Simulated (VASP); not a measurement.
# Be (P6_3/mmc) in VASP: further runs

The runs below take Be through single point, with r2SCAN.

Everything below comes from runs of VASP 6.6.1. Logs are shortened: lines on timing, memory, paths and dates and some standing lists are left out, and cuts for length are marked.

### 1 The cell of the first run

It takes space group P6_3/mmc (No. 194, hexagonal). The conventional cell has a = 2.265 Å, b = 2.265 Å, c = 3.561 Å, α = 90.00°, β = 90.00°, γ = 120.00°. Within 2.9 Å of Be (site symmetry -6m2) lie 12 Be at 2.21 to 2.26 Å.

### 2 Single point, r2SCAN

Contents of POSCAR:

```
Be
1.0
    2.2645998697      0.0000000000      0.0000000000
   -1.1322999349      1.9612010165      0.0000000000
    0.0000000000      0.0000000000      3.5612588026
Be
2
Direct
    0.3333333333      0.6666666667      0.2500000000
    0.6666666667      0.3333333333      0.7500000000
```

Contents of INCAR.step1:

```
ALGO = Normal
EDIFF = 1E-4
ENCUT = 520
GGA = PE
ISMEAR = -1
LASPH = T
LCHARG = F
LREAL = F
LWAVE = T
NBANDS = 9
NELM = 100
PREC = Accurate
SIGMA = 0.1
```

Contents of INCAR.step2:

```
ALGO = Normal
EDIFF = 1E-6
ENCUT = 520
ISIF = 2
ISMEAR = -1
ISTART = 1
LASPH = T
LCHARG = T
LELF = T
LMIXTAU = T
LREAL = F
LVHAR = T
LWAVE = F
METAGGA = R2SCAN
NBANDS = 9
NELM = 100
PREC = Accurate
SIGMA = 0.1
```

Contents of KPOINTS:

```
k-points
0
Gamma
  3 3 2
```

Potentials or basis: VASP PAW PBE potentials, release 64 (Be).

Launch:

```console
$ cat potpaw_PBE.64/Be/POTCAR > POTCAR
$ cp INCAR.step1 INCAR
$ mpirun -np 1 vasp_std > vasp.out
$ cp INCAR.step2 INCAR
$ mpirun -np 1 vasp_std > vasp.out
```

OUTCAR:

```text
EDIFF = 1E-6
   ENCUT = 520
   ISIF = 2
   ISMEAR = -1
   ISTART = 1
   LASPH = T
   LREAL = F
   METAGGA = R2SCAN
   NELM = 100
   PREC = Accurate

 ion  position               nearest neighbor table
   1  0.333  0.667  0.250-   2 2.21   2 2.21   2 2.21   2 2.21   2 2.21   2 2.21
   2  0.667  0.333  0.750-   1 2.21   1 2.21   1 2.21   1 2.21   1 2.21   1 2.21

  LATTYP: Found a hexagonal cell.
 ALAT       =     2.2645998697
 C/A-ratio  =     1.5725775004

  Lattice vectors:

 A1 = (   2.2645998697,   0.0000000000,   0.0000000000)
 A2 = (  -1.1322999349,   1.9612010165,   0.0000000000)
 A3 = (   0.0000000000,   0.0000000000,   3.5612588026)

Analysis of symmetry for initial positions (statically):
=====================================================================
 Subroutine PRICEL returns:
 Original cell was already a primitive cell.

 Routine SETGRP: Setting up the symmetry group for a
 hexagonal supercell.

 Subroutine GETGRP returns: Found 24 space group operations
 (whereof 12 operations were pure point group operations)
 out of a pool of 24 trial point group operations.

The static configuration has the point symmetry D_3d.
 The point group associated with its full space group is D_6h.

Analysis of symmetry for dynamics (positions and initial velocities):
=====================================================================
 Subroutine PRICEL returns:
 Original cell was already a primitive cell.

 Routine SETGRP: Setting up the symmetry group for a
 hexagonal supercell.

 Subroutine GETGRP returns: Found 24 space group operations
 (whereof 12 operations were pure point group operations)
 out of a pool of 24 trial point group operations.

The dynamic configuration has the point symmetry D_3d.
 The point group associated with its full space group is D_6h.

 Subroutine INISYM returns: Found 24 space group operations
 (whereof 12 operations are pure point group operations),
 and found     1 'primitive' translations

----------------------------------------------------------------------------------------

                                     Primitive cell

  volume of cell :      15.8167

  direct lattice vectors                    reciprocal lattice vectors
     2.264599870  0.000000000  0.000000000     0.441579112  0.254945819  0.000000000
    -1.132299935  1.961201017  0.000000000     0.000000000  0.509891639  0.000000000
     0.000000000  0.000000000  3.561258803     0.000000000  0.000000000  0.280799587

  length of vectors
     2.264599870  2.264599870  3.561258803     0.509891639  0.509891639  0.280799587

  position of ions in fractional coordinates (direct lattice)
     0.333333333  0.666666667  0.250000000
     0.666666667  0.333333333  0.750000000

  ion indices of the primitive-cell ions
   primitive index   ion index
                 1           1
                 2           2

----------------------------------------------------------------------------------------

 KPOINTS: k-points

Automatic generation of k-mesh.
 Grid dimensions read from file:
 generate k-points for:    3    3    2

 Generating k-lattice:

  Cartesian coordinates                     Fractional coordinates (reciprocal lattice)
     0.147193037  0.084981940  0.000000000     0.333333333  0.000000000  0.000000000
     0.000000000  0.169963880  0.000000000     0.000000000  0.333333333  0.000000000
     0.000000000  0.000000000  0.140399793     0.000000000  0.000000000  0.500000000

  Length of vectors
     0.169963880  0.169963880  0.140399793

  Shift w.r.t. Gamma in fractional coordinates (k-lattice)
     0.000000000  0.000000000  0.000000000

 Subroutine IBZKPT returns following result:
 ===========================================

 Found      6 irreducible k-points:

 Following reciprocal coordinates:
            Coordinates               Weight
  0.000000  0.000000  0.000000      1.000000
  0.333333  0.000000  0.000000      6.000000
  0.333333  0.333333  0.000000      2.000000
  0.000000  0.000000  0.500000      1.000000
  0.333333  0.000000  0.500000      6.000000
  0.333333  0.333333  0.500000      2.000000
   k-points           NKPTS =      6   k-points in BZ     NKDIM =      6   number of bands    NBANDS=      9
   number of dos      NEDOS =    301   number of ions     NIONS =      2
   total plane-waves  NPLWV =   9072
   dimension x,y,z NGX =    18 NGY =   18 NGZ =   28
   dimension x,y,z NGXF=    36 NGYF=   36 NGZF=   56
   ions per type =               2
   NGX,Y,Z   is equivalent  to a cutoff of  13.21, 13.21, 13.07 a.u.
   NGXF,Y,Z  is equivalent  to a cutoff of  26.43, 26.43, 26.14 a.u.
 SYSTEM =  unknown system
   PREC   = accura    normal or accurate (medium, high low for compatibility)
   ISTART =      1    job   : 0-new  1-cont  2-samecut
   ICHARG =      0    charge: 1-file 2-atom 10-const
   ISPIN  =      1    spin polarized calculation?
   LNONCOLLINEAR =      F non collinear calculations
   LSORBIT =      F    spin-orbit coupling
   LASPH  =      T    aspherical Exc in radial PAW
   ENCUT  =  520.0 eV  38.22 Ry    6.18 a.u.   4.21  4.21  6.62*2*pi/ulx,y,z
   NELM   =    100;   NELMIN=  2; NELMDL=  0     # of ELM steps
   EDIFF  = 0.1E-05   stopping-criterion for ELM
   LREAL  =      F    real-space projection
   EDIFFG = 0.1E-04   stopping-criterion for IOM
   NSW    =      0    number of steps for IOM
   IBRION =     -1    ionic relax: 0-MD 1-quasi-New 2-CG
   NFREE  =      0    steps in history (QN), initial steepest desc. (CG)
   ISIF   =      2    stress and relaxation
   ISYM   =      2    0-nonsym 1-usesym 2-fastsym
   POTIM  = 0.5000    time-step for ionic-motion
   TEBEG  =    0.0;   TEEND  =   0.0 temperature during run
   PSTRESS=    0.0 pullay stress
   NELECT =       4.0000    total number of electrons
   NUPDOWN=      -1.0000    fix difference up-down
   EMIN   =  10.00;   EMAX   =-10.00  energy-range for DOS
   EFERMI =   0.00;   METHOD = LEGACY
   ISMEAR =    -1;   SIGMA  =   0.10  broadening in eV -4-tet -1-fermi 0-gaus
   EFERMI_NEDOS =   21; number of points for ismear=-14 and -15
   IALGO  =     38    algorithm
   IMIX   =      4    mixing-type and parameters
     AMIX     =   0.40;   BMIX     =  1.00
     AMIX_MAG =   1.60;   BMIX_MAG =  1.00
  volume/ion in A,a.u.               =       7.91        53.37
  Fermi-wavevector in a.u.,A,eV,Ry     =   1.035275  1.956386 14.582651  1.071795
  Thomas-Fermi vector in A             =   2.169611
   LORBIT       =      0    0 simple, 1 ext, 2 COOP (PROOUT), +10 PAW based schemes
   METAGGA = R2SCAN    functional components
   LHFCALC =     F    Hartree Fock is set to
   AEXX    =    0.0000 exact exchange contribution
   IVDW    =     0    specifies the selected vdW correction
   LEPSILON=     F    determine dielectric tensor
   LRPA    =     F    only Hartree local field effects (RPA)
 non-spin polarized calculation
  energy-cutoff  :      520.00
  volume of cell :       15.82
 maximum number of plane-waves:       446
 NGX is ok and might be reduce to    18
   NGX =  9   NGY =  9   NGZ = 13

 number of electron       4.0000000 magnetization

 Free energy of the ion-electron system (eV)
  ---------------------------------------------------
  ext. energy  EPLUGINS =         0.00000000
  ---------------------------------------------------
  free energy    TOTEN  =        -7.30812950 eV

  energy without entropy =       -7.26432556  energy(sigma->0) =       -7.28622753

 E-fermi :   6.8615     XC(G=0): -11.2435

 val. band max:        6.7930881959   @ k =   0.3333   0.0000   0.0000
 cond. band min:       7.4451527047   @ k =   0.3333   0.3333   0.5000
 fundamental gap:      0.6520645088
 Fermi energy:         6.8615199732

 k-point     1 :       0.0000    0.0000    0.0000
  band No.  band energies     occupation
      1      -5.0922      2.00000
      2       2.3893      2.00000
      3       8.2232      0.00000
      4      24.4740      0.00000
      5      24.4740      0.00000
      6      27.5111      0.00000
      7      27.5111      0.00000
      8      29.7713      0.00000
      9      35.5729      0.00000

 k-point     2 :       0.3333    0.0000    0.0000
  band No.  band energies     occupation
      1      -1.6505      2.00000
      2       6.7931      1.32940
      3       7.6612      0.00067
      4      13.8019      0.00000
      5      18.3767      0.00000
      6      20.0967      0.00000
      7      21.6145      0.00000
      8      26.3865      0.00000
      9      27.9966      0.00000

 k-point     3 :       0.3333    0.3333    0.0000
  band No.  band energies     occupation
      1       4.4137      2.00000
      2       6.0617      1.99933
      3       6.0617      1.99933
      4      14.3323      0.00000
      5      14.3323      0.00000
      6      14.4694      0.00000
      7      19.6833      0.00000
      8      22.1519      0.00000
      9      22.1519      0.00000

 k-point     4 :       0.0000    0.0000    0.5000
  band No.  band energies     occupation
      1      -2.7550      2.00000
      2      -2.7550      2.00000
      3      18.5685      0.00000
      4      18.5685      0.00000
      5      26.2859      0.00000
      6      26.2859      0.00000
      7      26.2859      0.00000
      8      26.2859      0.00000
      9      35.6872      0.00000

 k-point     5 :       0.3333    0.0000    0.5000
  band No.  band energies     occupation
      1       0.6569      2.00000
      2       0.6569      2.00000
      3      13.0828      0.00000
      4      13.0828      0.00000
      5      21.1321      0.00000
      6      21.1321      0.00000
      7      21.8774      0.00000
      8      21.8774      0.00000
      9      29.5407      0.00000

 k-point     6 :       0.3333    0.3333    0.5000
  band No.  band energies     occupation
      1       5.9685      1.99974
      2       5.9685      1.99974
      3       7.4452      0.00582
      4       7.4452      0.00582
      5      13.7885      0.00000
      6      13.7885      0.00000
      7      24.7562      0.00000
      8      24.7562      0.00000
      9      32.6774      0.00000

------------------------ aborting loop because EDIFF is reached ----------------------------------------

  FORCE on cell =-STRESS in cart. coord.  units (eV):
  Direction    XX          YY          ZZ          XY          YZ          ZX
  --------------------------------------------------------------------------------------
  -------------------------------------------------------------------------------------
  Total        1.8089916      1.8089916     -0.6099563     -0.0000000     -0.0000000      0.0000000
  in kB      183.2440989    183.2440989    -61.7862946     -0.0000000     -0.0000000      0.0000000
  external PRESSURE =     101.5673011 kB  Pullay stress =       0.0000000 kB

 VOLUME and BASIS-vectors are now :
 -----------------------------------------------------------------------------
  energy-cutoff  :      520.00
  volume of cell :       15.82
      direct lattice vectors                 reciprocal lattice vectors
     2.264599870  0.000000000  0.000000000     0.441579112  0.254945819  0.000000000
    -1.132299935  1.961201017  0.000000000     0.000000000  0.509891639  0.000000000
     0.000000000  0.000000000  3.561258803     0.000000000  0.000000000  0.280799587

 POSITION                                       TOTAL-FORCE (eV/Angst)
 -----------------------------------------------------------------------------------
     -0.00000      1.30747      0.89031         0.000000     -0.000000      0.000000
      1.13230      0.65373      2.67094        -0.000000      0.000000      0.000000
 -----------------------------------------------------------------------------------
    total drift:                                0.000000     -0.000000     -0.000000

  FREE ENERGIE OF THE ION-ELECTRON SYSTEM (eV)
  ---------------------------------------------------
  free  energy   TOTEN  =        -7.3081294984 eV

  energy  without entropy=       -7.2643255628  energy(sigma->0) =       -7.28622753
```

It took 5.9 s on 1 thread of Intel Xeon Platinum 8259CL at 2.50GHz (Skylake/Cascade Lake), shared host; peak memory 0.12 GiB.

Results:

- Free energy: -7.3081 eV
- Pressure: 10.2 GPa
- Band gap on the k mesh: zero (band 2 reaches 6.79 eV, above the bottom of band 3 at 6.06 eV)

Caveat: the k points lie up to 1.07 Å⁻¹ apart; the PAW data sets were made with another functional, which shifts forces and pressure a little.

### 3 Single point, r2SCAN

POSCAR is that of step 2.

Contents of INCAR.step1:

```
ALGO = Normal
EDIFF = 1E-4
ENCUT = 520
GGA = PE
ISMEAR = -1
LASPH = True
LCHARG = False
LREAL = False
LWAVE = True
NBANDS = 9
NELM = 80
PREC = Accurate
SIGMA = 0.1
```

Contents of INCAR.step2:

```
ALGO = Normal
EDIFF = 1E-6
ENCUT = 520
ISIF = 2
ISMEAR = -1
ISTART = 1
LASPH = True
LCHARG = False
LMIXTAU = True
LREAL = False
LWAVE = False
METAGGA = R2SCAN
NBANDS = 9
NELM = 80
PREC = Accurate
SIGMA = 0.1
```

Contents of KPOINTS:

```
k-points
0
Gamma
  4 4 2
```

Potentials or basis: VASP PAW PBE potentials, release 64 (Be).

Launch:

```console
$ cat potpaw_PBE.64/Be/POTCAR > POTCAR
$ cp INCAR.step1 INCAR
$ mpirun -np 1 vasp_std > vasp.out
$ cp INCAR.step2 INCAR
$ mpirun -np 1 vasp_std > vasp.out
```

It took 7.3 s on 1 thread of Intel Xeon Platinum 8259CL at 2.50GHz (Skylake/Cascade Lake), shared host; peak memory 0.12 GiB.

The run converged, but its numbers aren't listed here, since they failed a check.

Caveat: the k points lie up to 0.88 Å⁻¹ apart; the mesh shows a gap though the element is a metal; the PAW data sets were made with another functional, which shifts forces and pressure a little.

[end of part 1 of 2]
